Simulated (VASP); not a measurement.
# Nb2Si2O (I4/mmm) in VASP: further runs

Runs on Nb2Si2O. Level: PBE. Tasks: single point.

Everything below comes from runs of VASP 6.6.1. Logs are shortened: lines on timing, memory, paths and dates and some standing lists are left out, and cuts for length are marked.

## 1. The cell of the first run

The structure is tetragonal, space group I4/mmm (No. 139). Conventional cell: a = 3.717 Å, b = 3.717 Å, c = 10.181 Å, α = 90.00°, β = 90.00°, γ = 90.00°. Nb (site symmetry -4m2) has 4 Si at 2.25 Å and 4 Nb at 2.63 Å within 3.0 Å. Si (site symmetry 4mm) has 4 Nb at 2.25 Å and 1 Si at 2.55 Å and 4 O at 2.92 Å within 3.0 Å. Within 3.9 Å of O (site symmetry 4/mmm) lie 10 Si at 2.92 to 3.82 Å and 8 Nb at 3.15 Å and 4 O at 3.72 Å.

The cell was built from a structure type or drawn by symmetry, and may not be a known phase.

## 2. Single point, PBE

The input, INCAR:

```
SYSTEM = Nb2Si2O
PREC     = Accurate       ! precision mode
ENCUT    = 520            ! plane-wave cutoff, eV
EDIFF    = 1E-7           ! SCF threshold, eV
ISMEAR   = 0              ! smearing method
SIGMA    = 0.1            ! smearing width, eV
LREAL    = .FALSE.        ! projectors in reciprocal space
LASPH    = .TRUE.         ! aspherical terms in the spheres
NELM     = 60             ! most SCF steps
ALGO     = Normal         ! electronic algorithm
ISIF     = 2              ! what is computed and relaxed
LWAVE    = .FALSE.        ! write WAVECAR
LCHARG   = .TRUE.         ! write CHGCAR
GGA      = PE             ! functional
LELF     = .TRUE.         ! ELF
LVHAR    = .TRUE.       
NBANDS   = 28             ! bands
```

The input, KPOINTS:

```
Automatic mesh
0
G
  6 6 6
  0 0 0
```

The input, POSCAR:

```
Nb2Si2O
1.0
   -1.8585939100      1.8585939100      5.0904363500
    1.8585939100     -1.8585939100      5.0904363500
    1.8585939100      1.8585939100     -5.0904363500
Nb Si O
2 2 1
Direct
    0.7500000000      0.2500000000      0.5000000000
    0.2500000000      0.7500000000      0.5000000000
    0.3750000000      0.3750000000      0.0000000000
    0.6250000000      0.6250000000      0.0000000000
    0.0000000000      0.0000000000      0.0000000000
```

Potentials or basis: VASP PAW PBE potentials, release 64 (Nb_sv, Si, O).

Command:

```console
$ cat potpaw_PBE.64/Nb_sv/POTCAR potpaw_PBE.64/Si/POTCAR potpaw_PBE.64/O/POTCAR > POTCAR
$ mpirun -np 1 vasp_std > vasp.out
```

OUTCAR:

```text
SYSTEM = Nb2Si2O
   PREC = Accurate
   ENCUT = 520
   EDIFF = 1E-7
   ISMEAR = 0
   LREAL = .FALSE.
   LASPH = .TRUE.
   NELM = 60
   ISIF = 2
   GGA = PE

 ion  position               nearest neighbor table
   1  0.750  0.250  0.500-   4 2.25   3 2.25   3 2.25   4 2.25   2 2.63   2 2.63   2 2.63   2 2.63

   2  0.250  0.750  0.500-   4 2.25   3 2.25   3 2.25   4 2.25   1 2.63   1 2.63   1 2.63   1 2.63

   3  0.375  0.375  0.000-   1 2.25   2 2.25   2 2.25   1 2.25   4 2.55
   4  0.625  0.625  0.000-   1 2.25   2 2.25   2 2.25   1 2.25   3 2.55
   5  0.000  0.000  0.000-

  LATTYP: Found a body centered tetragonal cell.
 ALAT       =     3.7171878200
 C/A-ratio  =     2.7388642148

  Lattice vectors:

 A1 = (  -1.8585939100,   1.8585939100,   5.0904363500)
 A2 = (   1.8585939100,  -1.8585939100,   5.0904363500)
 A3 = (   1.8585939100,   1.8585939100,  -5.0904363500)

Analysis of symmetry for initial positions (statically):
=====================================================================
 Subroutine PRICEL returns:
 Original cell was already a primitive cell.

 Routine SETGRP: Setting up the symmetry group for a
 body centered tetragonal supercell.

 Subroutine GETGRP returns: Found 16 space group operations
 (whereof 16 operations were pure point group operations)
 out of a pool of 16 trial point group operations.

The static configuration has the point symmetry D_4h.

Analysis of symmetry for dynamics (positions and initial velocities):
=====================================================================
 Subroutine PRICEL returns:
 Original cell was already a primitive cell.

 Routine SETGRP: Setting up the symmetry group for a
 body centered tetragonal supercell.

 Subroutine GETGRP returns: Found 16 space group operations
 (whereof 16 operations were pure point group operations)
 out of a pool of 16 trial point group operations.

The dynamic configuration has the point symmetry D_4h.

 Subroutine INISYM returns: Found 16 space group operations
 (whereof 16 operations are pure point group operations),
 and found     1 'primitive' translations

----------------------------------------------------------------------------------------

                                     Primitive cell

  volume of cell :      70.3370

  direct lattice vectors                    reciprocal lattice vectors
    -1.858593910  1.858593910  5.090436350     0.000000000  0.269020574  0.098223407
[... 88 lines left out ...]
   LSORBIT =      F    spin-orbit coupling
   LASPH  =      T    aspherical Exc in radial PAW
   ENCUT  =  520.0 eV  38.22 Ry    6.18 a.u.  10.65 10.65 10.65*2*pi/ulx,y,z
   NELM   =     60;   NELMIN=  2; NELMDL= -5     # of ELM steps
   EDIFF  = 0.1E-06   stopping-criterion for ELM
   LREAL  =      F    real-space projection
   EDIFFG = 0.1E-05   stopping-criterion for IOM
   NSW    =      0    number of steps for IOM
   IBRION =     -1    ionic relax: 0-MD 1-quasi-New 2-CG
   NFREE  =      0    steps in history (QN), initial steepest desc. (CG)
   ISIF   =      2    stress and relaxation
   ISYM   =      2    0-nonsym 1-usesym 2-fastsym
   POTIM  = 0.5000    time-step for ionic-motion
   TEBEG  =    0.0;   TEEND  =   0.0 temperature during run
   PSTRESS=    0.0 pullay stress
   NELECT =      40.0000    total number of electrons
   NUPDOWN=      -1.0000    fix difference up-down
   EMIN   =  10.00;   EMAX   =-10.00  energy-range for DOS
   EFERMI =   0.00;   METHOD = LEGACY
   ISMEAR =     0;   SIGMA  =   0.10  broadening in eV -4-tet -1-fermi 0-gaus
   EFERMI_NEDOS =   21; number of points for ismear=-14 and -15
   IALGO  =     38    algorithm
   IMIX   =      4    mixing-type and parameters
     AMIX     =   0.40;   BMIX     =  1.00
     AMIX_MAG =   1.60;   BMIX_MAG =  1.00
  volume/ion in A,a.u.               =      14.07        94.93
  Fermi-wavevector in a.u.,A,eV,Ry     =   1.356335  2.563101 25.029868  1.839643
  Thomas-Fermi vector in A             =   2.483346
   LORBIT       =      0    0 simple, 1 ext, 2 COOP (PROOUT), +10 PAW based schemes
   GGA     = PE    functional components
   LHFCALC =     F    Hartree Fock is set to
   AEXX    =    0.0000 exact exchange contribution
   IVDW    =     0    specifies the selected vdW correction
   LEPSILON=     F    determine dielectric tensor
   LRPA    =     F    only Hartree local field effects (RPA)
 non-spin polarized calculation
 Gauss-broadening in eV      SIGMA  =   0.10
  energy-cutoff  :      520.00
  volume of cell :       70.34
 maximum number of plane-waves:      1911
 NGX is ok and might be reduce to    48
   NGX = 21   NGY = 21   NGZ = 21

 number of electron      40.0000000 magnetization

 Free energy of the ion-electron system (eV)
  ---------------------------------------------------
  ext. energy  EPLUGINS =         0.00000000
  ---------------------------------------------------
  free energy    TOTEN  =       -27.67789147 eV

  energy without entropy =      -27.65803473  energy(sigma->0) =      -27.66796310

 E-fermi :   9.4549     XC(G=0): -11.6986

 val. band max:        9.3892031057   @ k =  -0.3333   0.5000   0.1667
 cond. band min:       9.4593860477   @ k =  -0.3333  -0.3333   0.1667
 fundamental gap:      0.0701829420
 Fermi energy:         9.4549084089

 k-point     1 :       0.0000    0.0000    0.0000
  band No.  band energies     occupation
      1     -44.8516      2.00000
      2     -44.2807      2.00000
      3     -21.7869      2.00000
      4     -21.7869      2.00000
      5     -21.2583      2.00000
      6     -20.6669      2.00000
[... 733 lines left out ...]
     27      15.9403      0.00000
     28      16.1886      0.00000

 [... further k-points ...]
[... 5 lines left out ...]
  --------------------------------------------------------------------------------------
  -------------------------------------------------------------------------------------
  Total       32.1467553     32.1467553     18.3765884      0.0000000      0.0000000      0.0000000
  in kB      732.2572897    732.2572897    418.5925055      0.0000000      0.0000000      0.0000000
  external PRESSURE =     627.7023617 kB  Pullay stress =       0.0000000 kB

 VOLUME and BASIS-vectors are now :
 -----------------------------------------------------------------------------
  energy-cutoff  :      520.00
  volume of cell :       70.34
      direct lattice vectors                 reciprocal lattice vectors
    -1.858593910  1.858593910  5.090436350     0.000000000  0.269020574  0.098223407
     1.858593910 -1.858593910  5.090436350     0.269020574  0.000000000  0.098223407
     1.858593910  1.858593910 -5.090436350     0.269020574  0.269020574  0.000000000

 POSITION                                       TOTAL-FORCE (eV/Angst)
 -----------------------------------------------------------------------------------
     -0.00000      1.85859      2.54522         0.000000      0.000000      0.000000
      1.85859     -0.00000      2.54522         0.000000      0.000000      0.000000
      0.00000      0.00000      3.81783        -0.000000     -0.000000      9.541995
      0.00000      0.00000      6.36305        -0.000000     -0.000000     -9.541995
      0.00000      0.00000      0.00000         0.000000      0.000000      0.000000
 -----------------------------------------------------------------------------------
    total drift:                               -0.000000     -0.000000      0.000000

  FREE ENERGIE OF THE ION-ELECTRON SYSTEM (eV)
  ---------------------------------------------------
  free  energy   TOTEN  =       -27.6778914743 eV

  energy  without entropy=      -27.6580347333  energy(sigma->0) =      -27.66796310
```

Run time: 2.5 min. Hardware: 1 thread of Intel Xeon 6975P-C (Granite Rapids), shared host; peak memory 0.33 GiB.

What came out:

| Item | Value |
| --- | --- |
| Free energy | -27.6779 eV |
| Pressure | 62.8 GPa |
| Largest force | 9.542 eV/Å |
| Band gap on the k mesh | zero (bands 20 and 21 overlap by 1.04 eV) |

Forces in eV/Å, atoms in the order of the input:
```
Nb   0.000  0.000  0.000
Nb   0.000  0.000  0.000
Si   0.000  0.000  9.542
Si   0.000  0.000 -9.542
O    0.000  0.000  0.000
```

Caveat: the cell stands under pressure; forces of over 1 eV/Å act on the atoms, so gaps and moduli don't describe the material at rest.

## 3. Single point, PBE

This run uses another cell than the first one, of 16.44 Å³/atom.

The input, INCAR:

```
ALGO = Normal
EDIFF = 1E-6
ENCUT = 520
GGA = PE
ISIF = 2
ISMEAR = 0
LASPH = True
LCHARG = False
LREAL = False
LWAVE = False
NBANDS = 28
NELM = 100
PREC = Accurate
SIGMA = 0.1
```

The input, KPOINTS:

```
k-points
0
Gamma
  6 6 6
```

The input, POSCAR:

```
Nb2Si2O
1.0
   -2.5577347030      2.5577347030      3.1404075868
    2.5577347030     -2.5577347030      3.1404075868
    2.5577347030      2.5577347030     -3.1404075868
Nb Si O
2 2 1
Direct
    0.7500000000      0.2500000000      0.5000000000
    0.2500000000      0.7500000000      0.5000000000
    0.2836698020      0.2836698020      0.0000000000
    0.7163301980      0.7163301980      0.0000000000
    0.0000000000      0.0000000000      0.0000000000
```

Potentials or basis: VASP PAW PBE potentials, release 64 (Nb_sv, Si, O).

Command:

```console
$ cat potpaw_PBE.64/Nb_sv/POTCAR potpaw_PBE.64/Si/POTCAR potpaw_PBE.64/O/POTCAR > POTCAR
$ mpirun -np 1 vasp_std > vasp.out
```

Wall time 49 s (1 thread of Intel Xeon 6975P-C (Granite Rapids), shared host); peak memory 0.22 GiB.

The run converged. Its results:

```yaml
Free_energy: -36.1465 eV
Pressure: -0.4 GPa
Largest_force: 0.011 eV/Å
Band_gap_on_the_k_mesh: zero (bands 20 and 21 overlap by 0.69 eV)
```

Forces in eV/Å, atoms in the order of the input:
```
Nb   0.000  0.000  0.000
Nb   0.000  0.000  0.000
Si   0.000  0.000 -0.011
Si   0.000  0.000  0.011
O    0.000  0.000  0.000
```

Stress tensor (GPa, compression positive):
```
-0.49  0.00  0.00
 0.00 -0.49  0.00
 0.00  0.00 -0.15
```

Levels at points of the mesh, in eV from the Fermi level:
```tsv
k point	band 16	band 17	band 18	band 19	band 20	band 21	band 22	band 23	band 24	band 25
(0.00, 0.00, 0.00)	-2.37	-1.71	-1.71	-0.56	-0.56	-0.04	0.84	1.92	1.92	2.10
(0.50, 0.00, 0.00)	-2.62	-1.44	-0.89	-0.54	0.00	0.06	0.38	0.72	0.89	2.54
(0.50, 0.50, 0.00)	-2.33	-2.15	-2.13	-1.62	-1.39	0.07	1.78	2.01	2.09	2.11
(0.50, 0.50, 0.50)	-1.58	-1.54	-1.54	-0.96	0.30	1.04	1.04	1.37	1.37	2.19
```
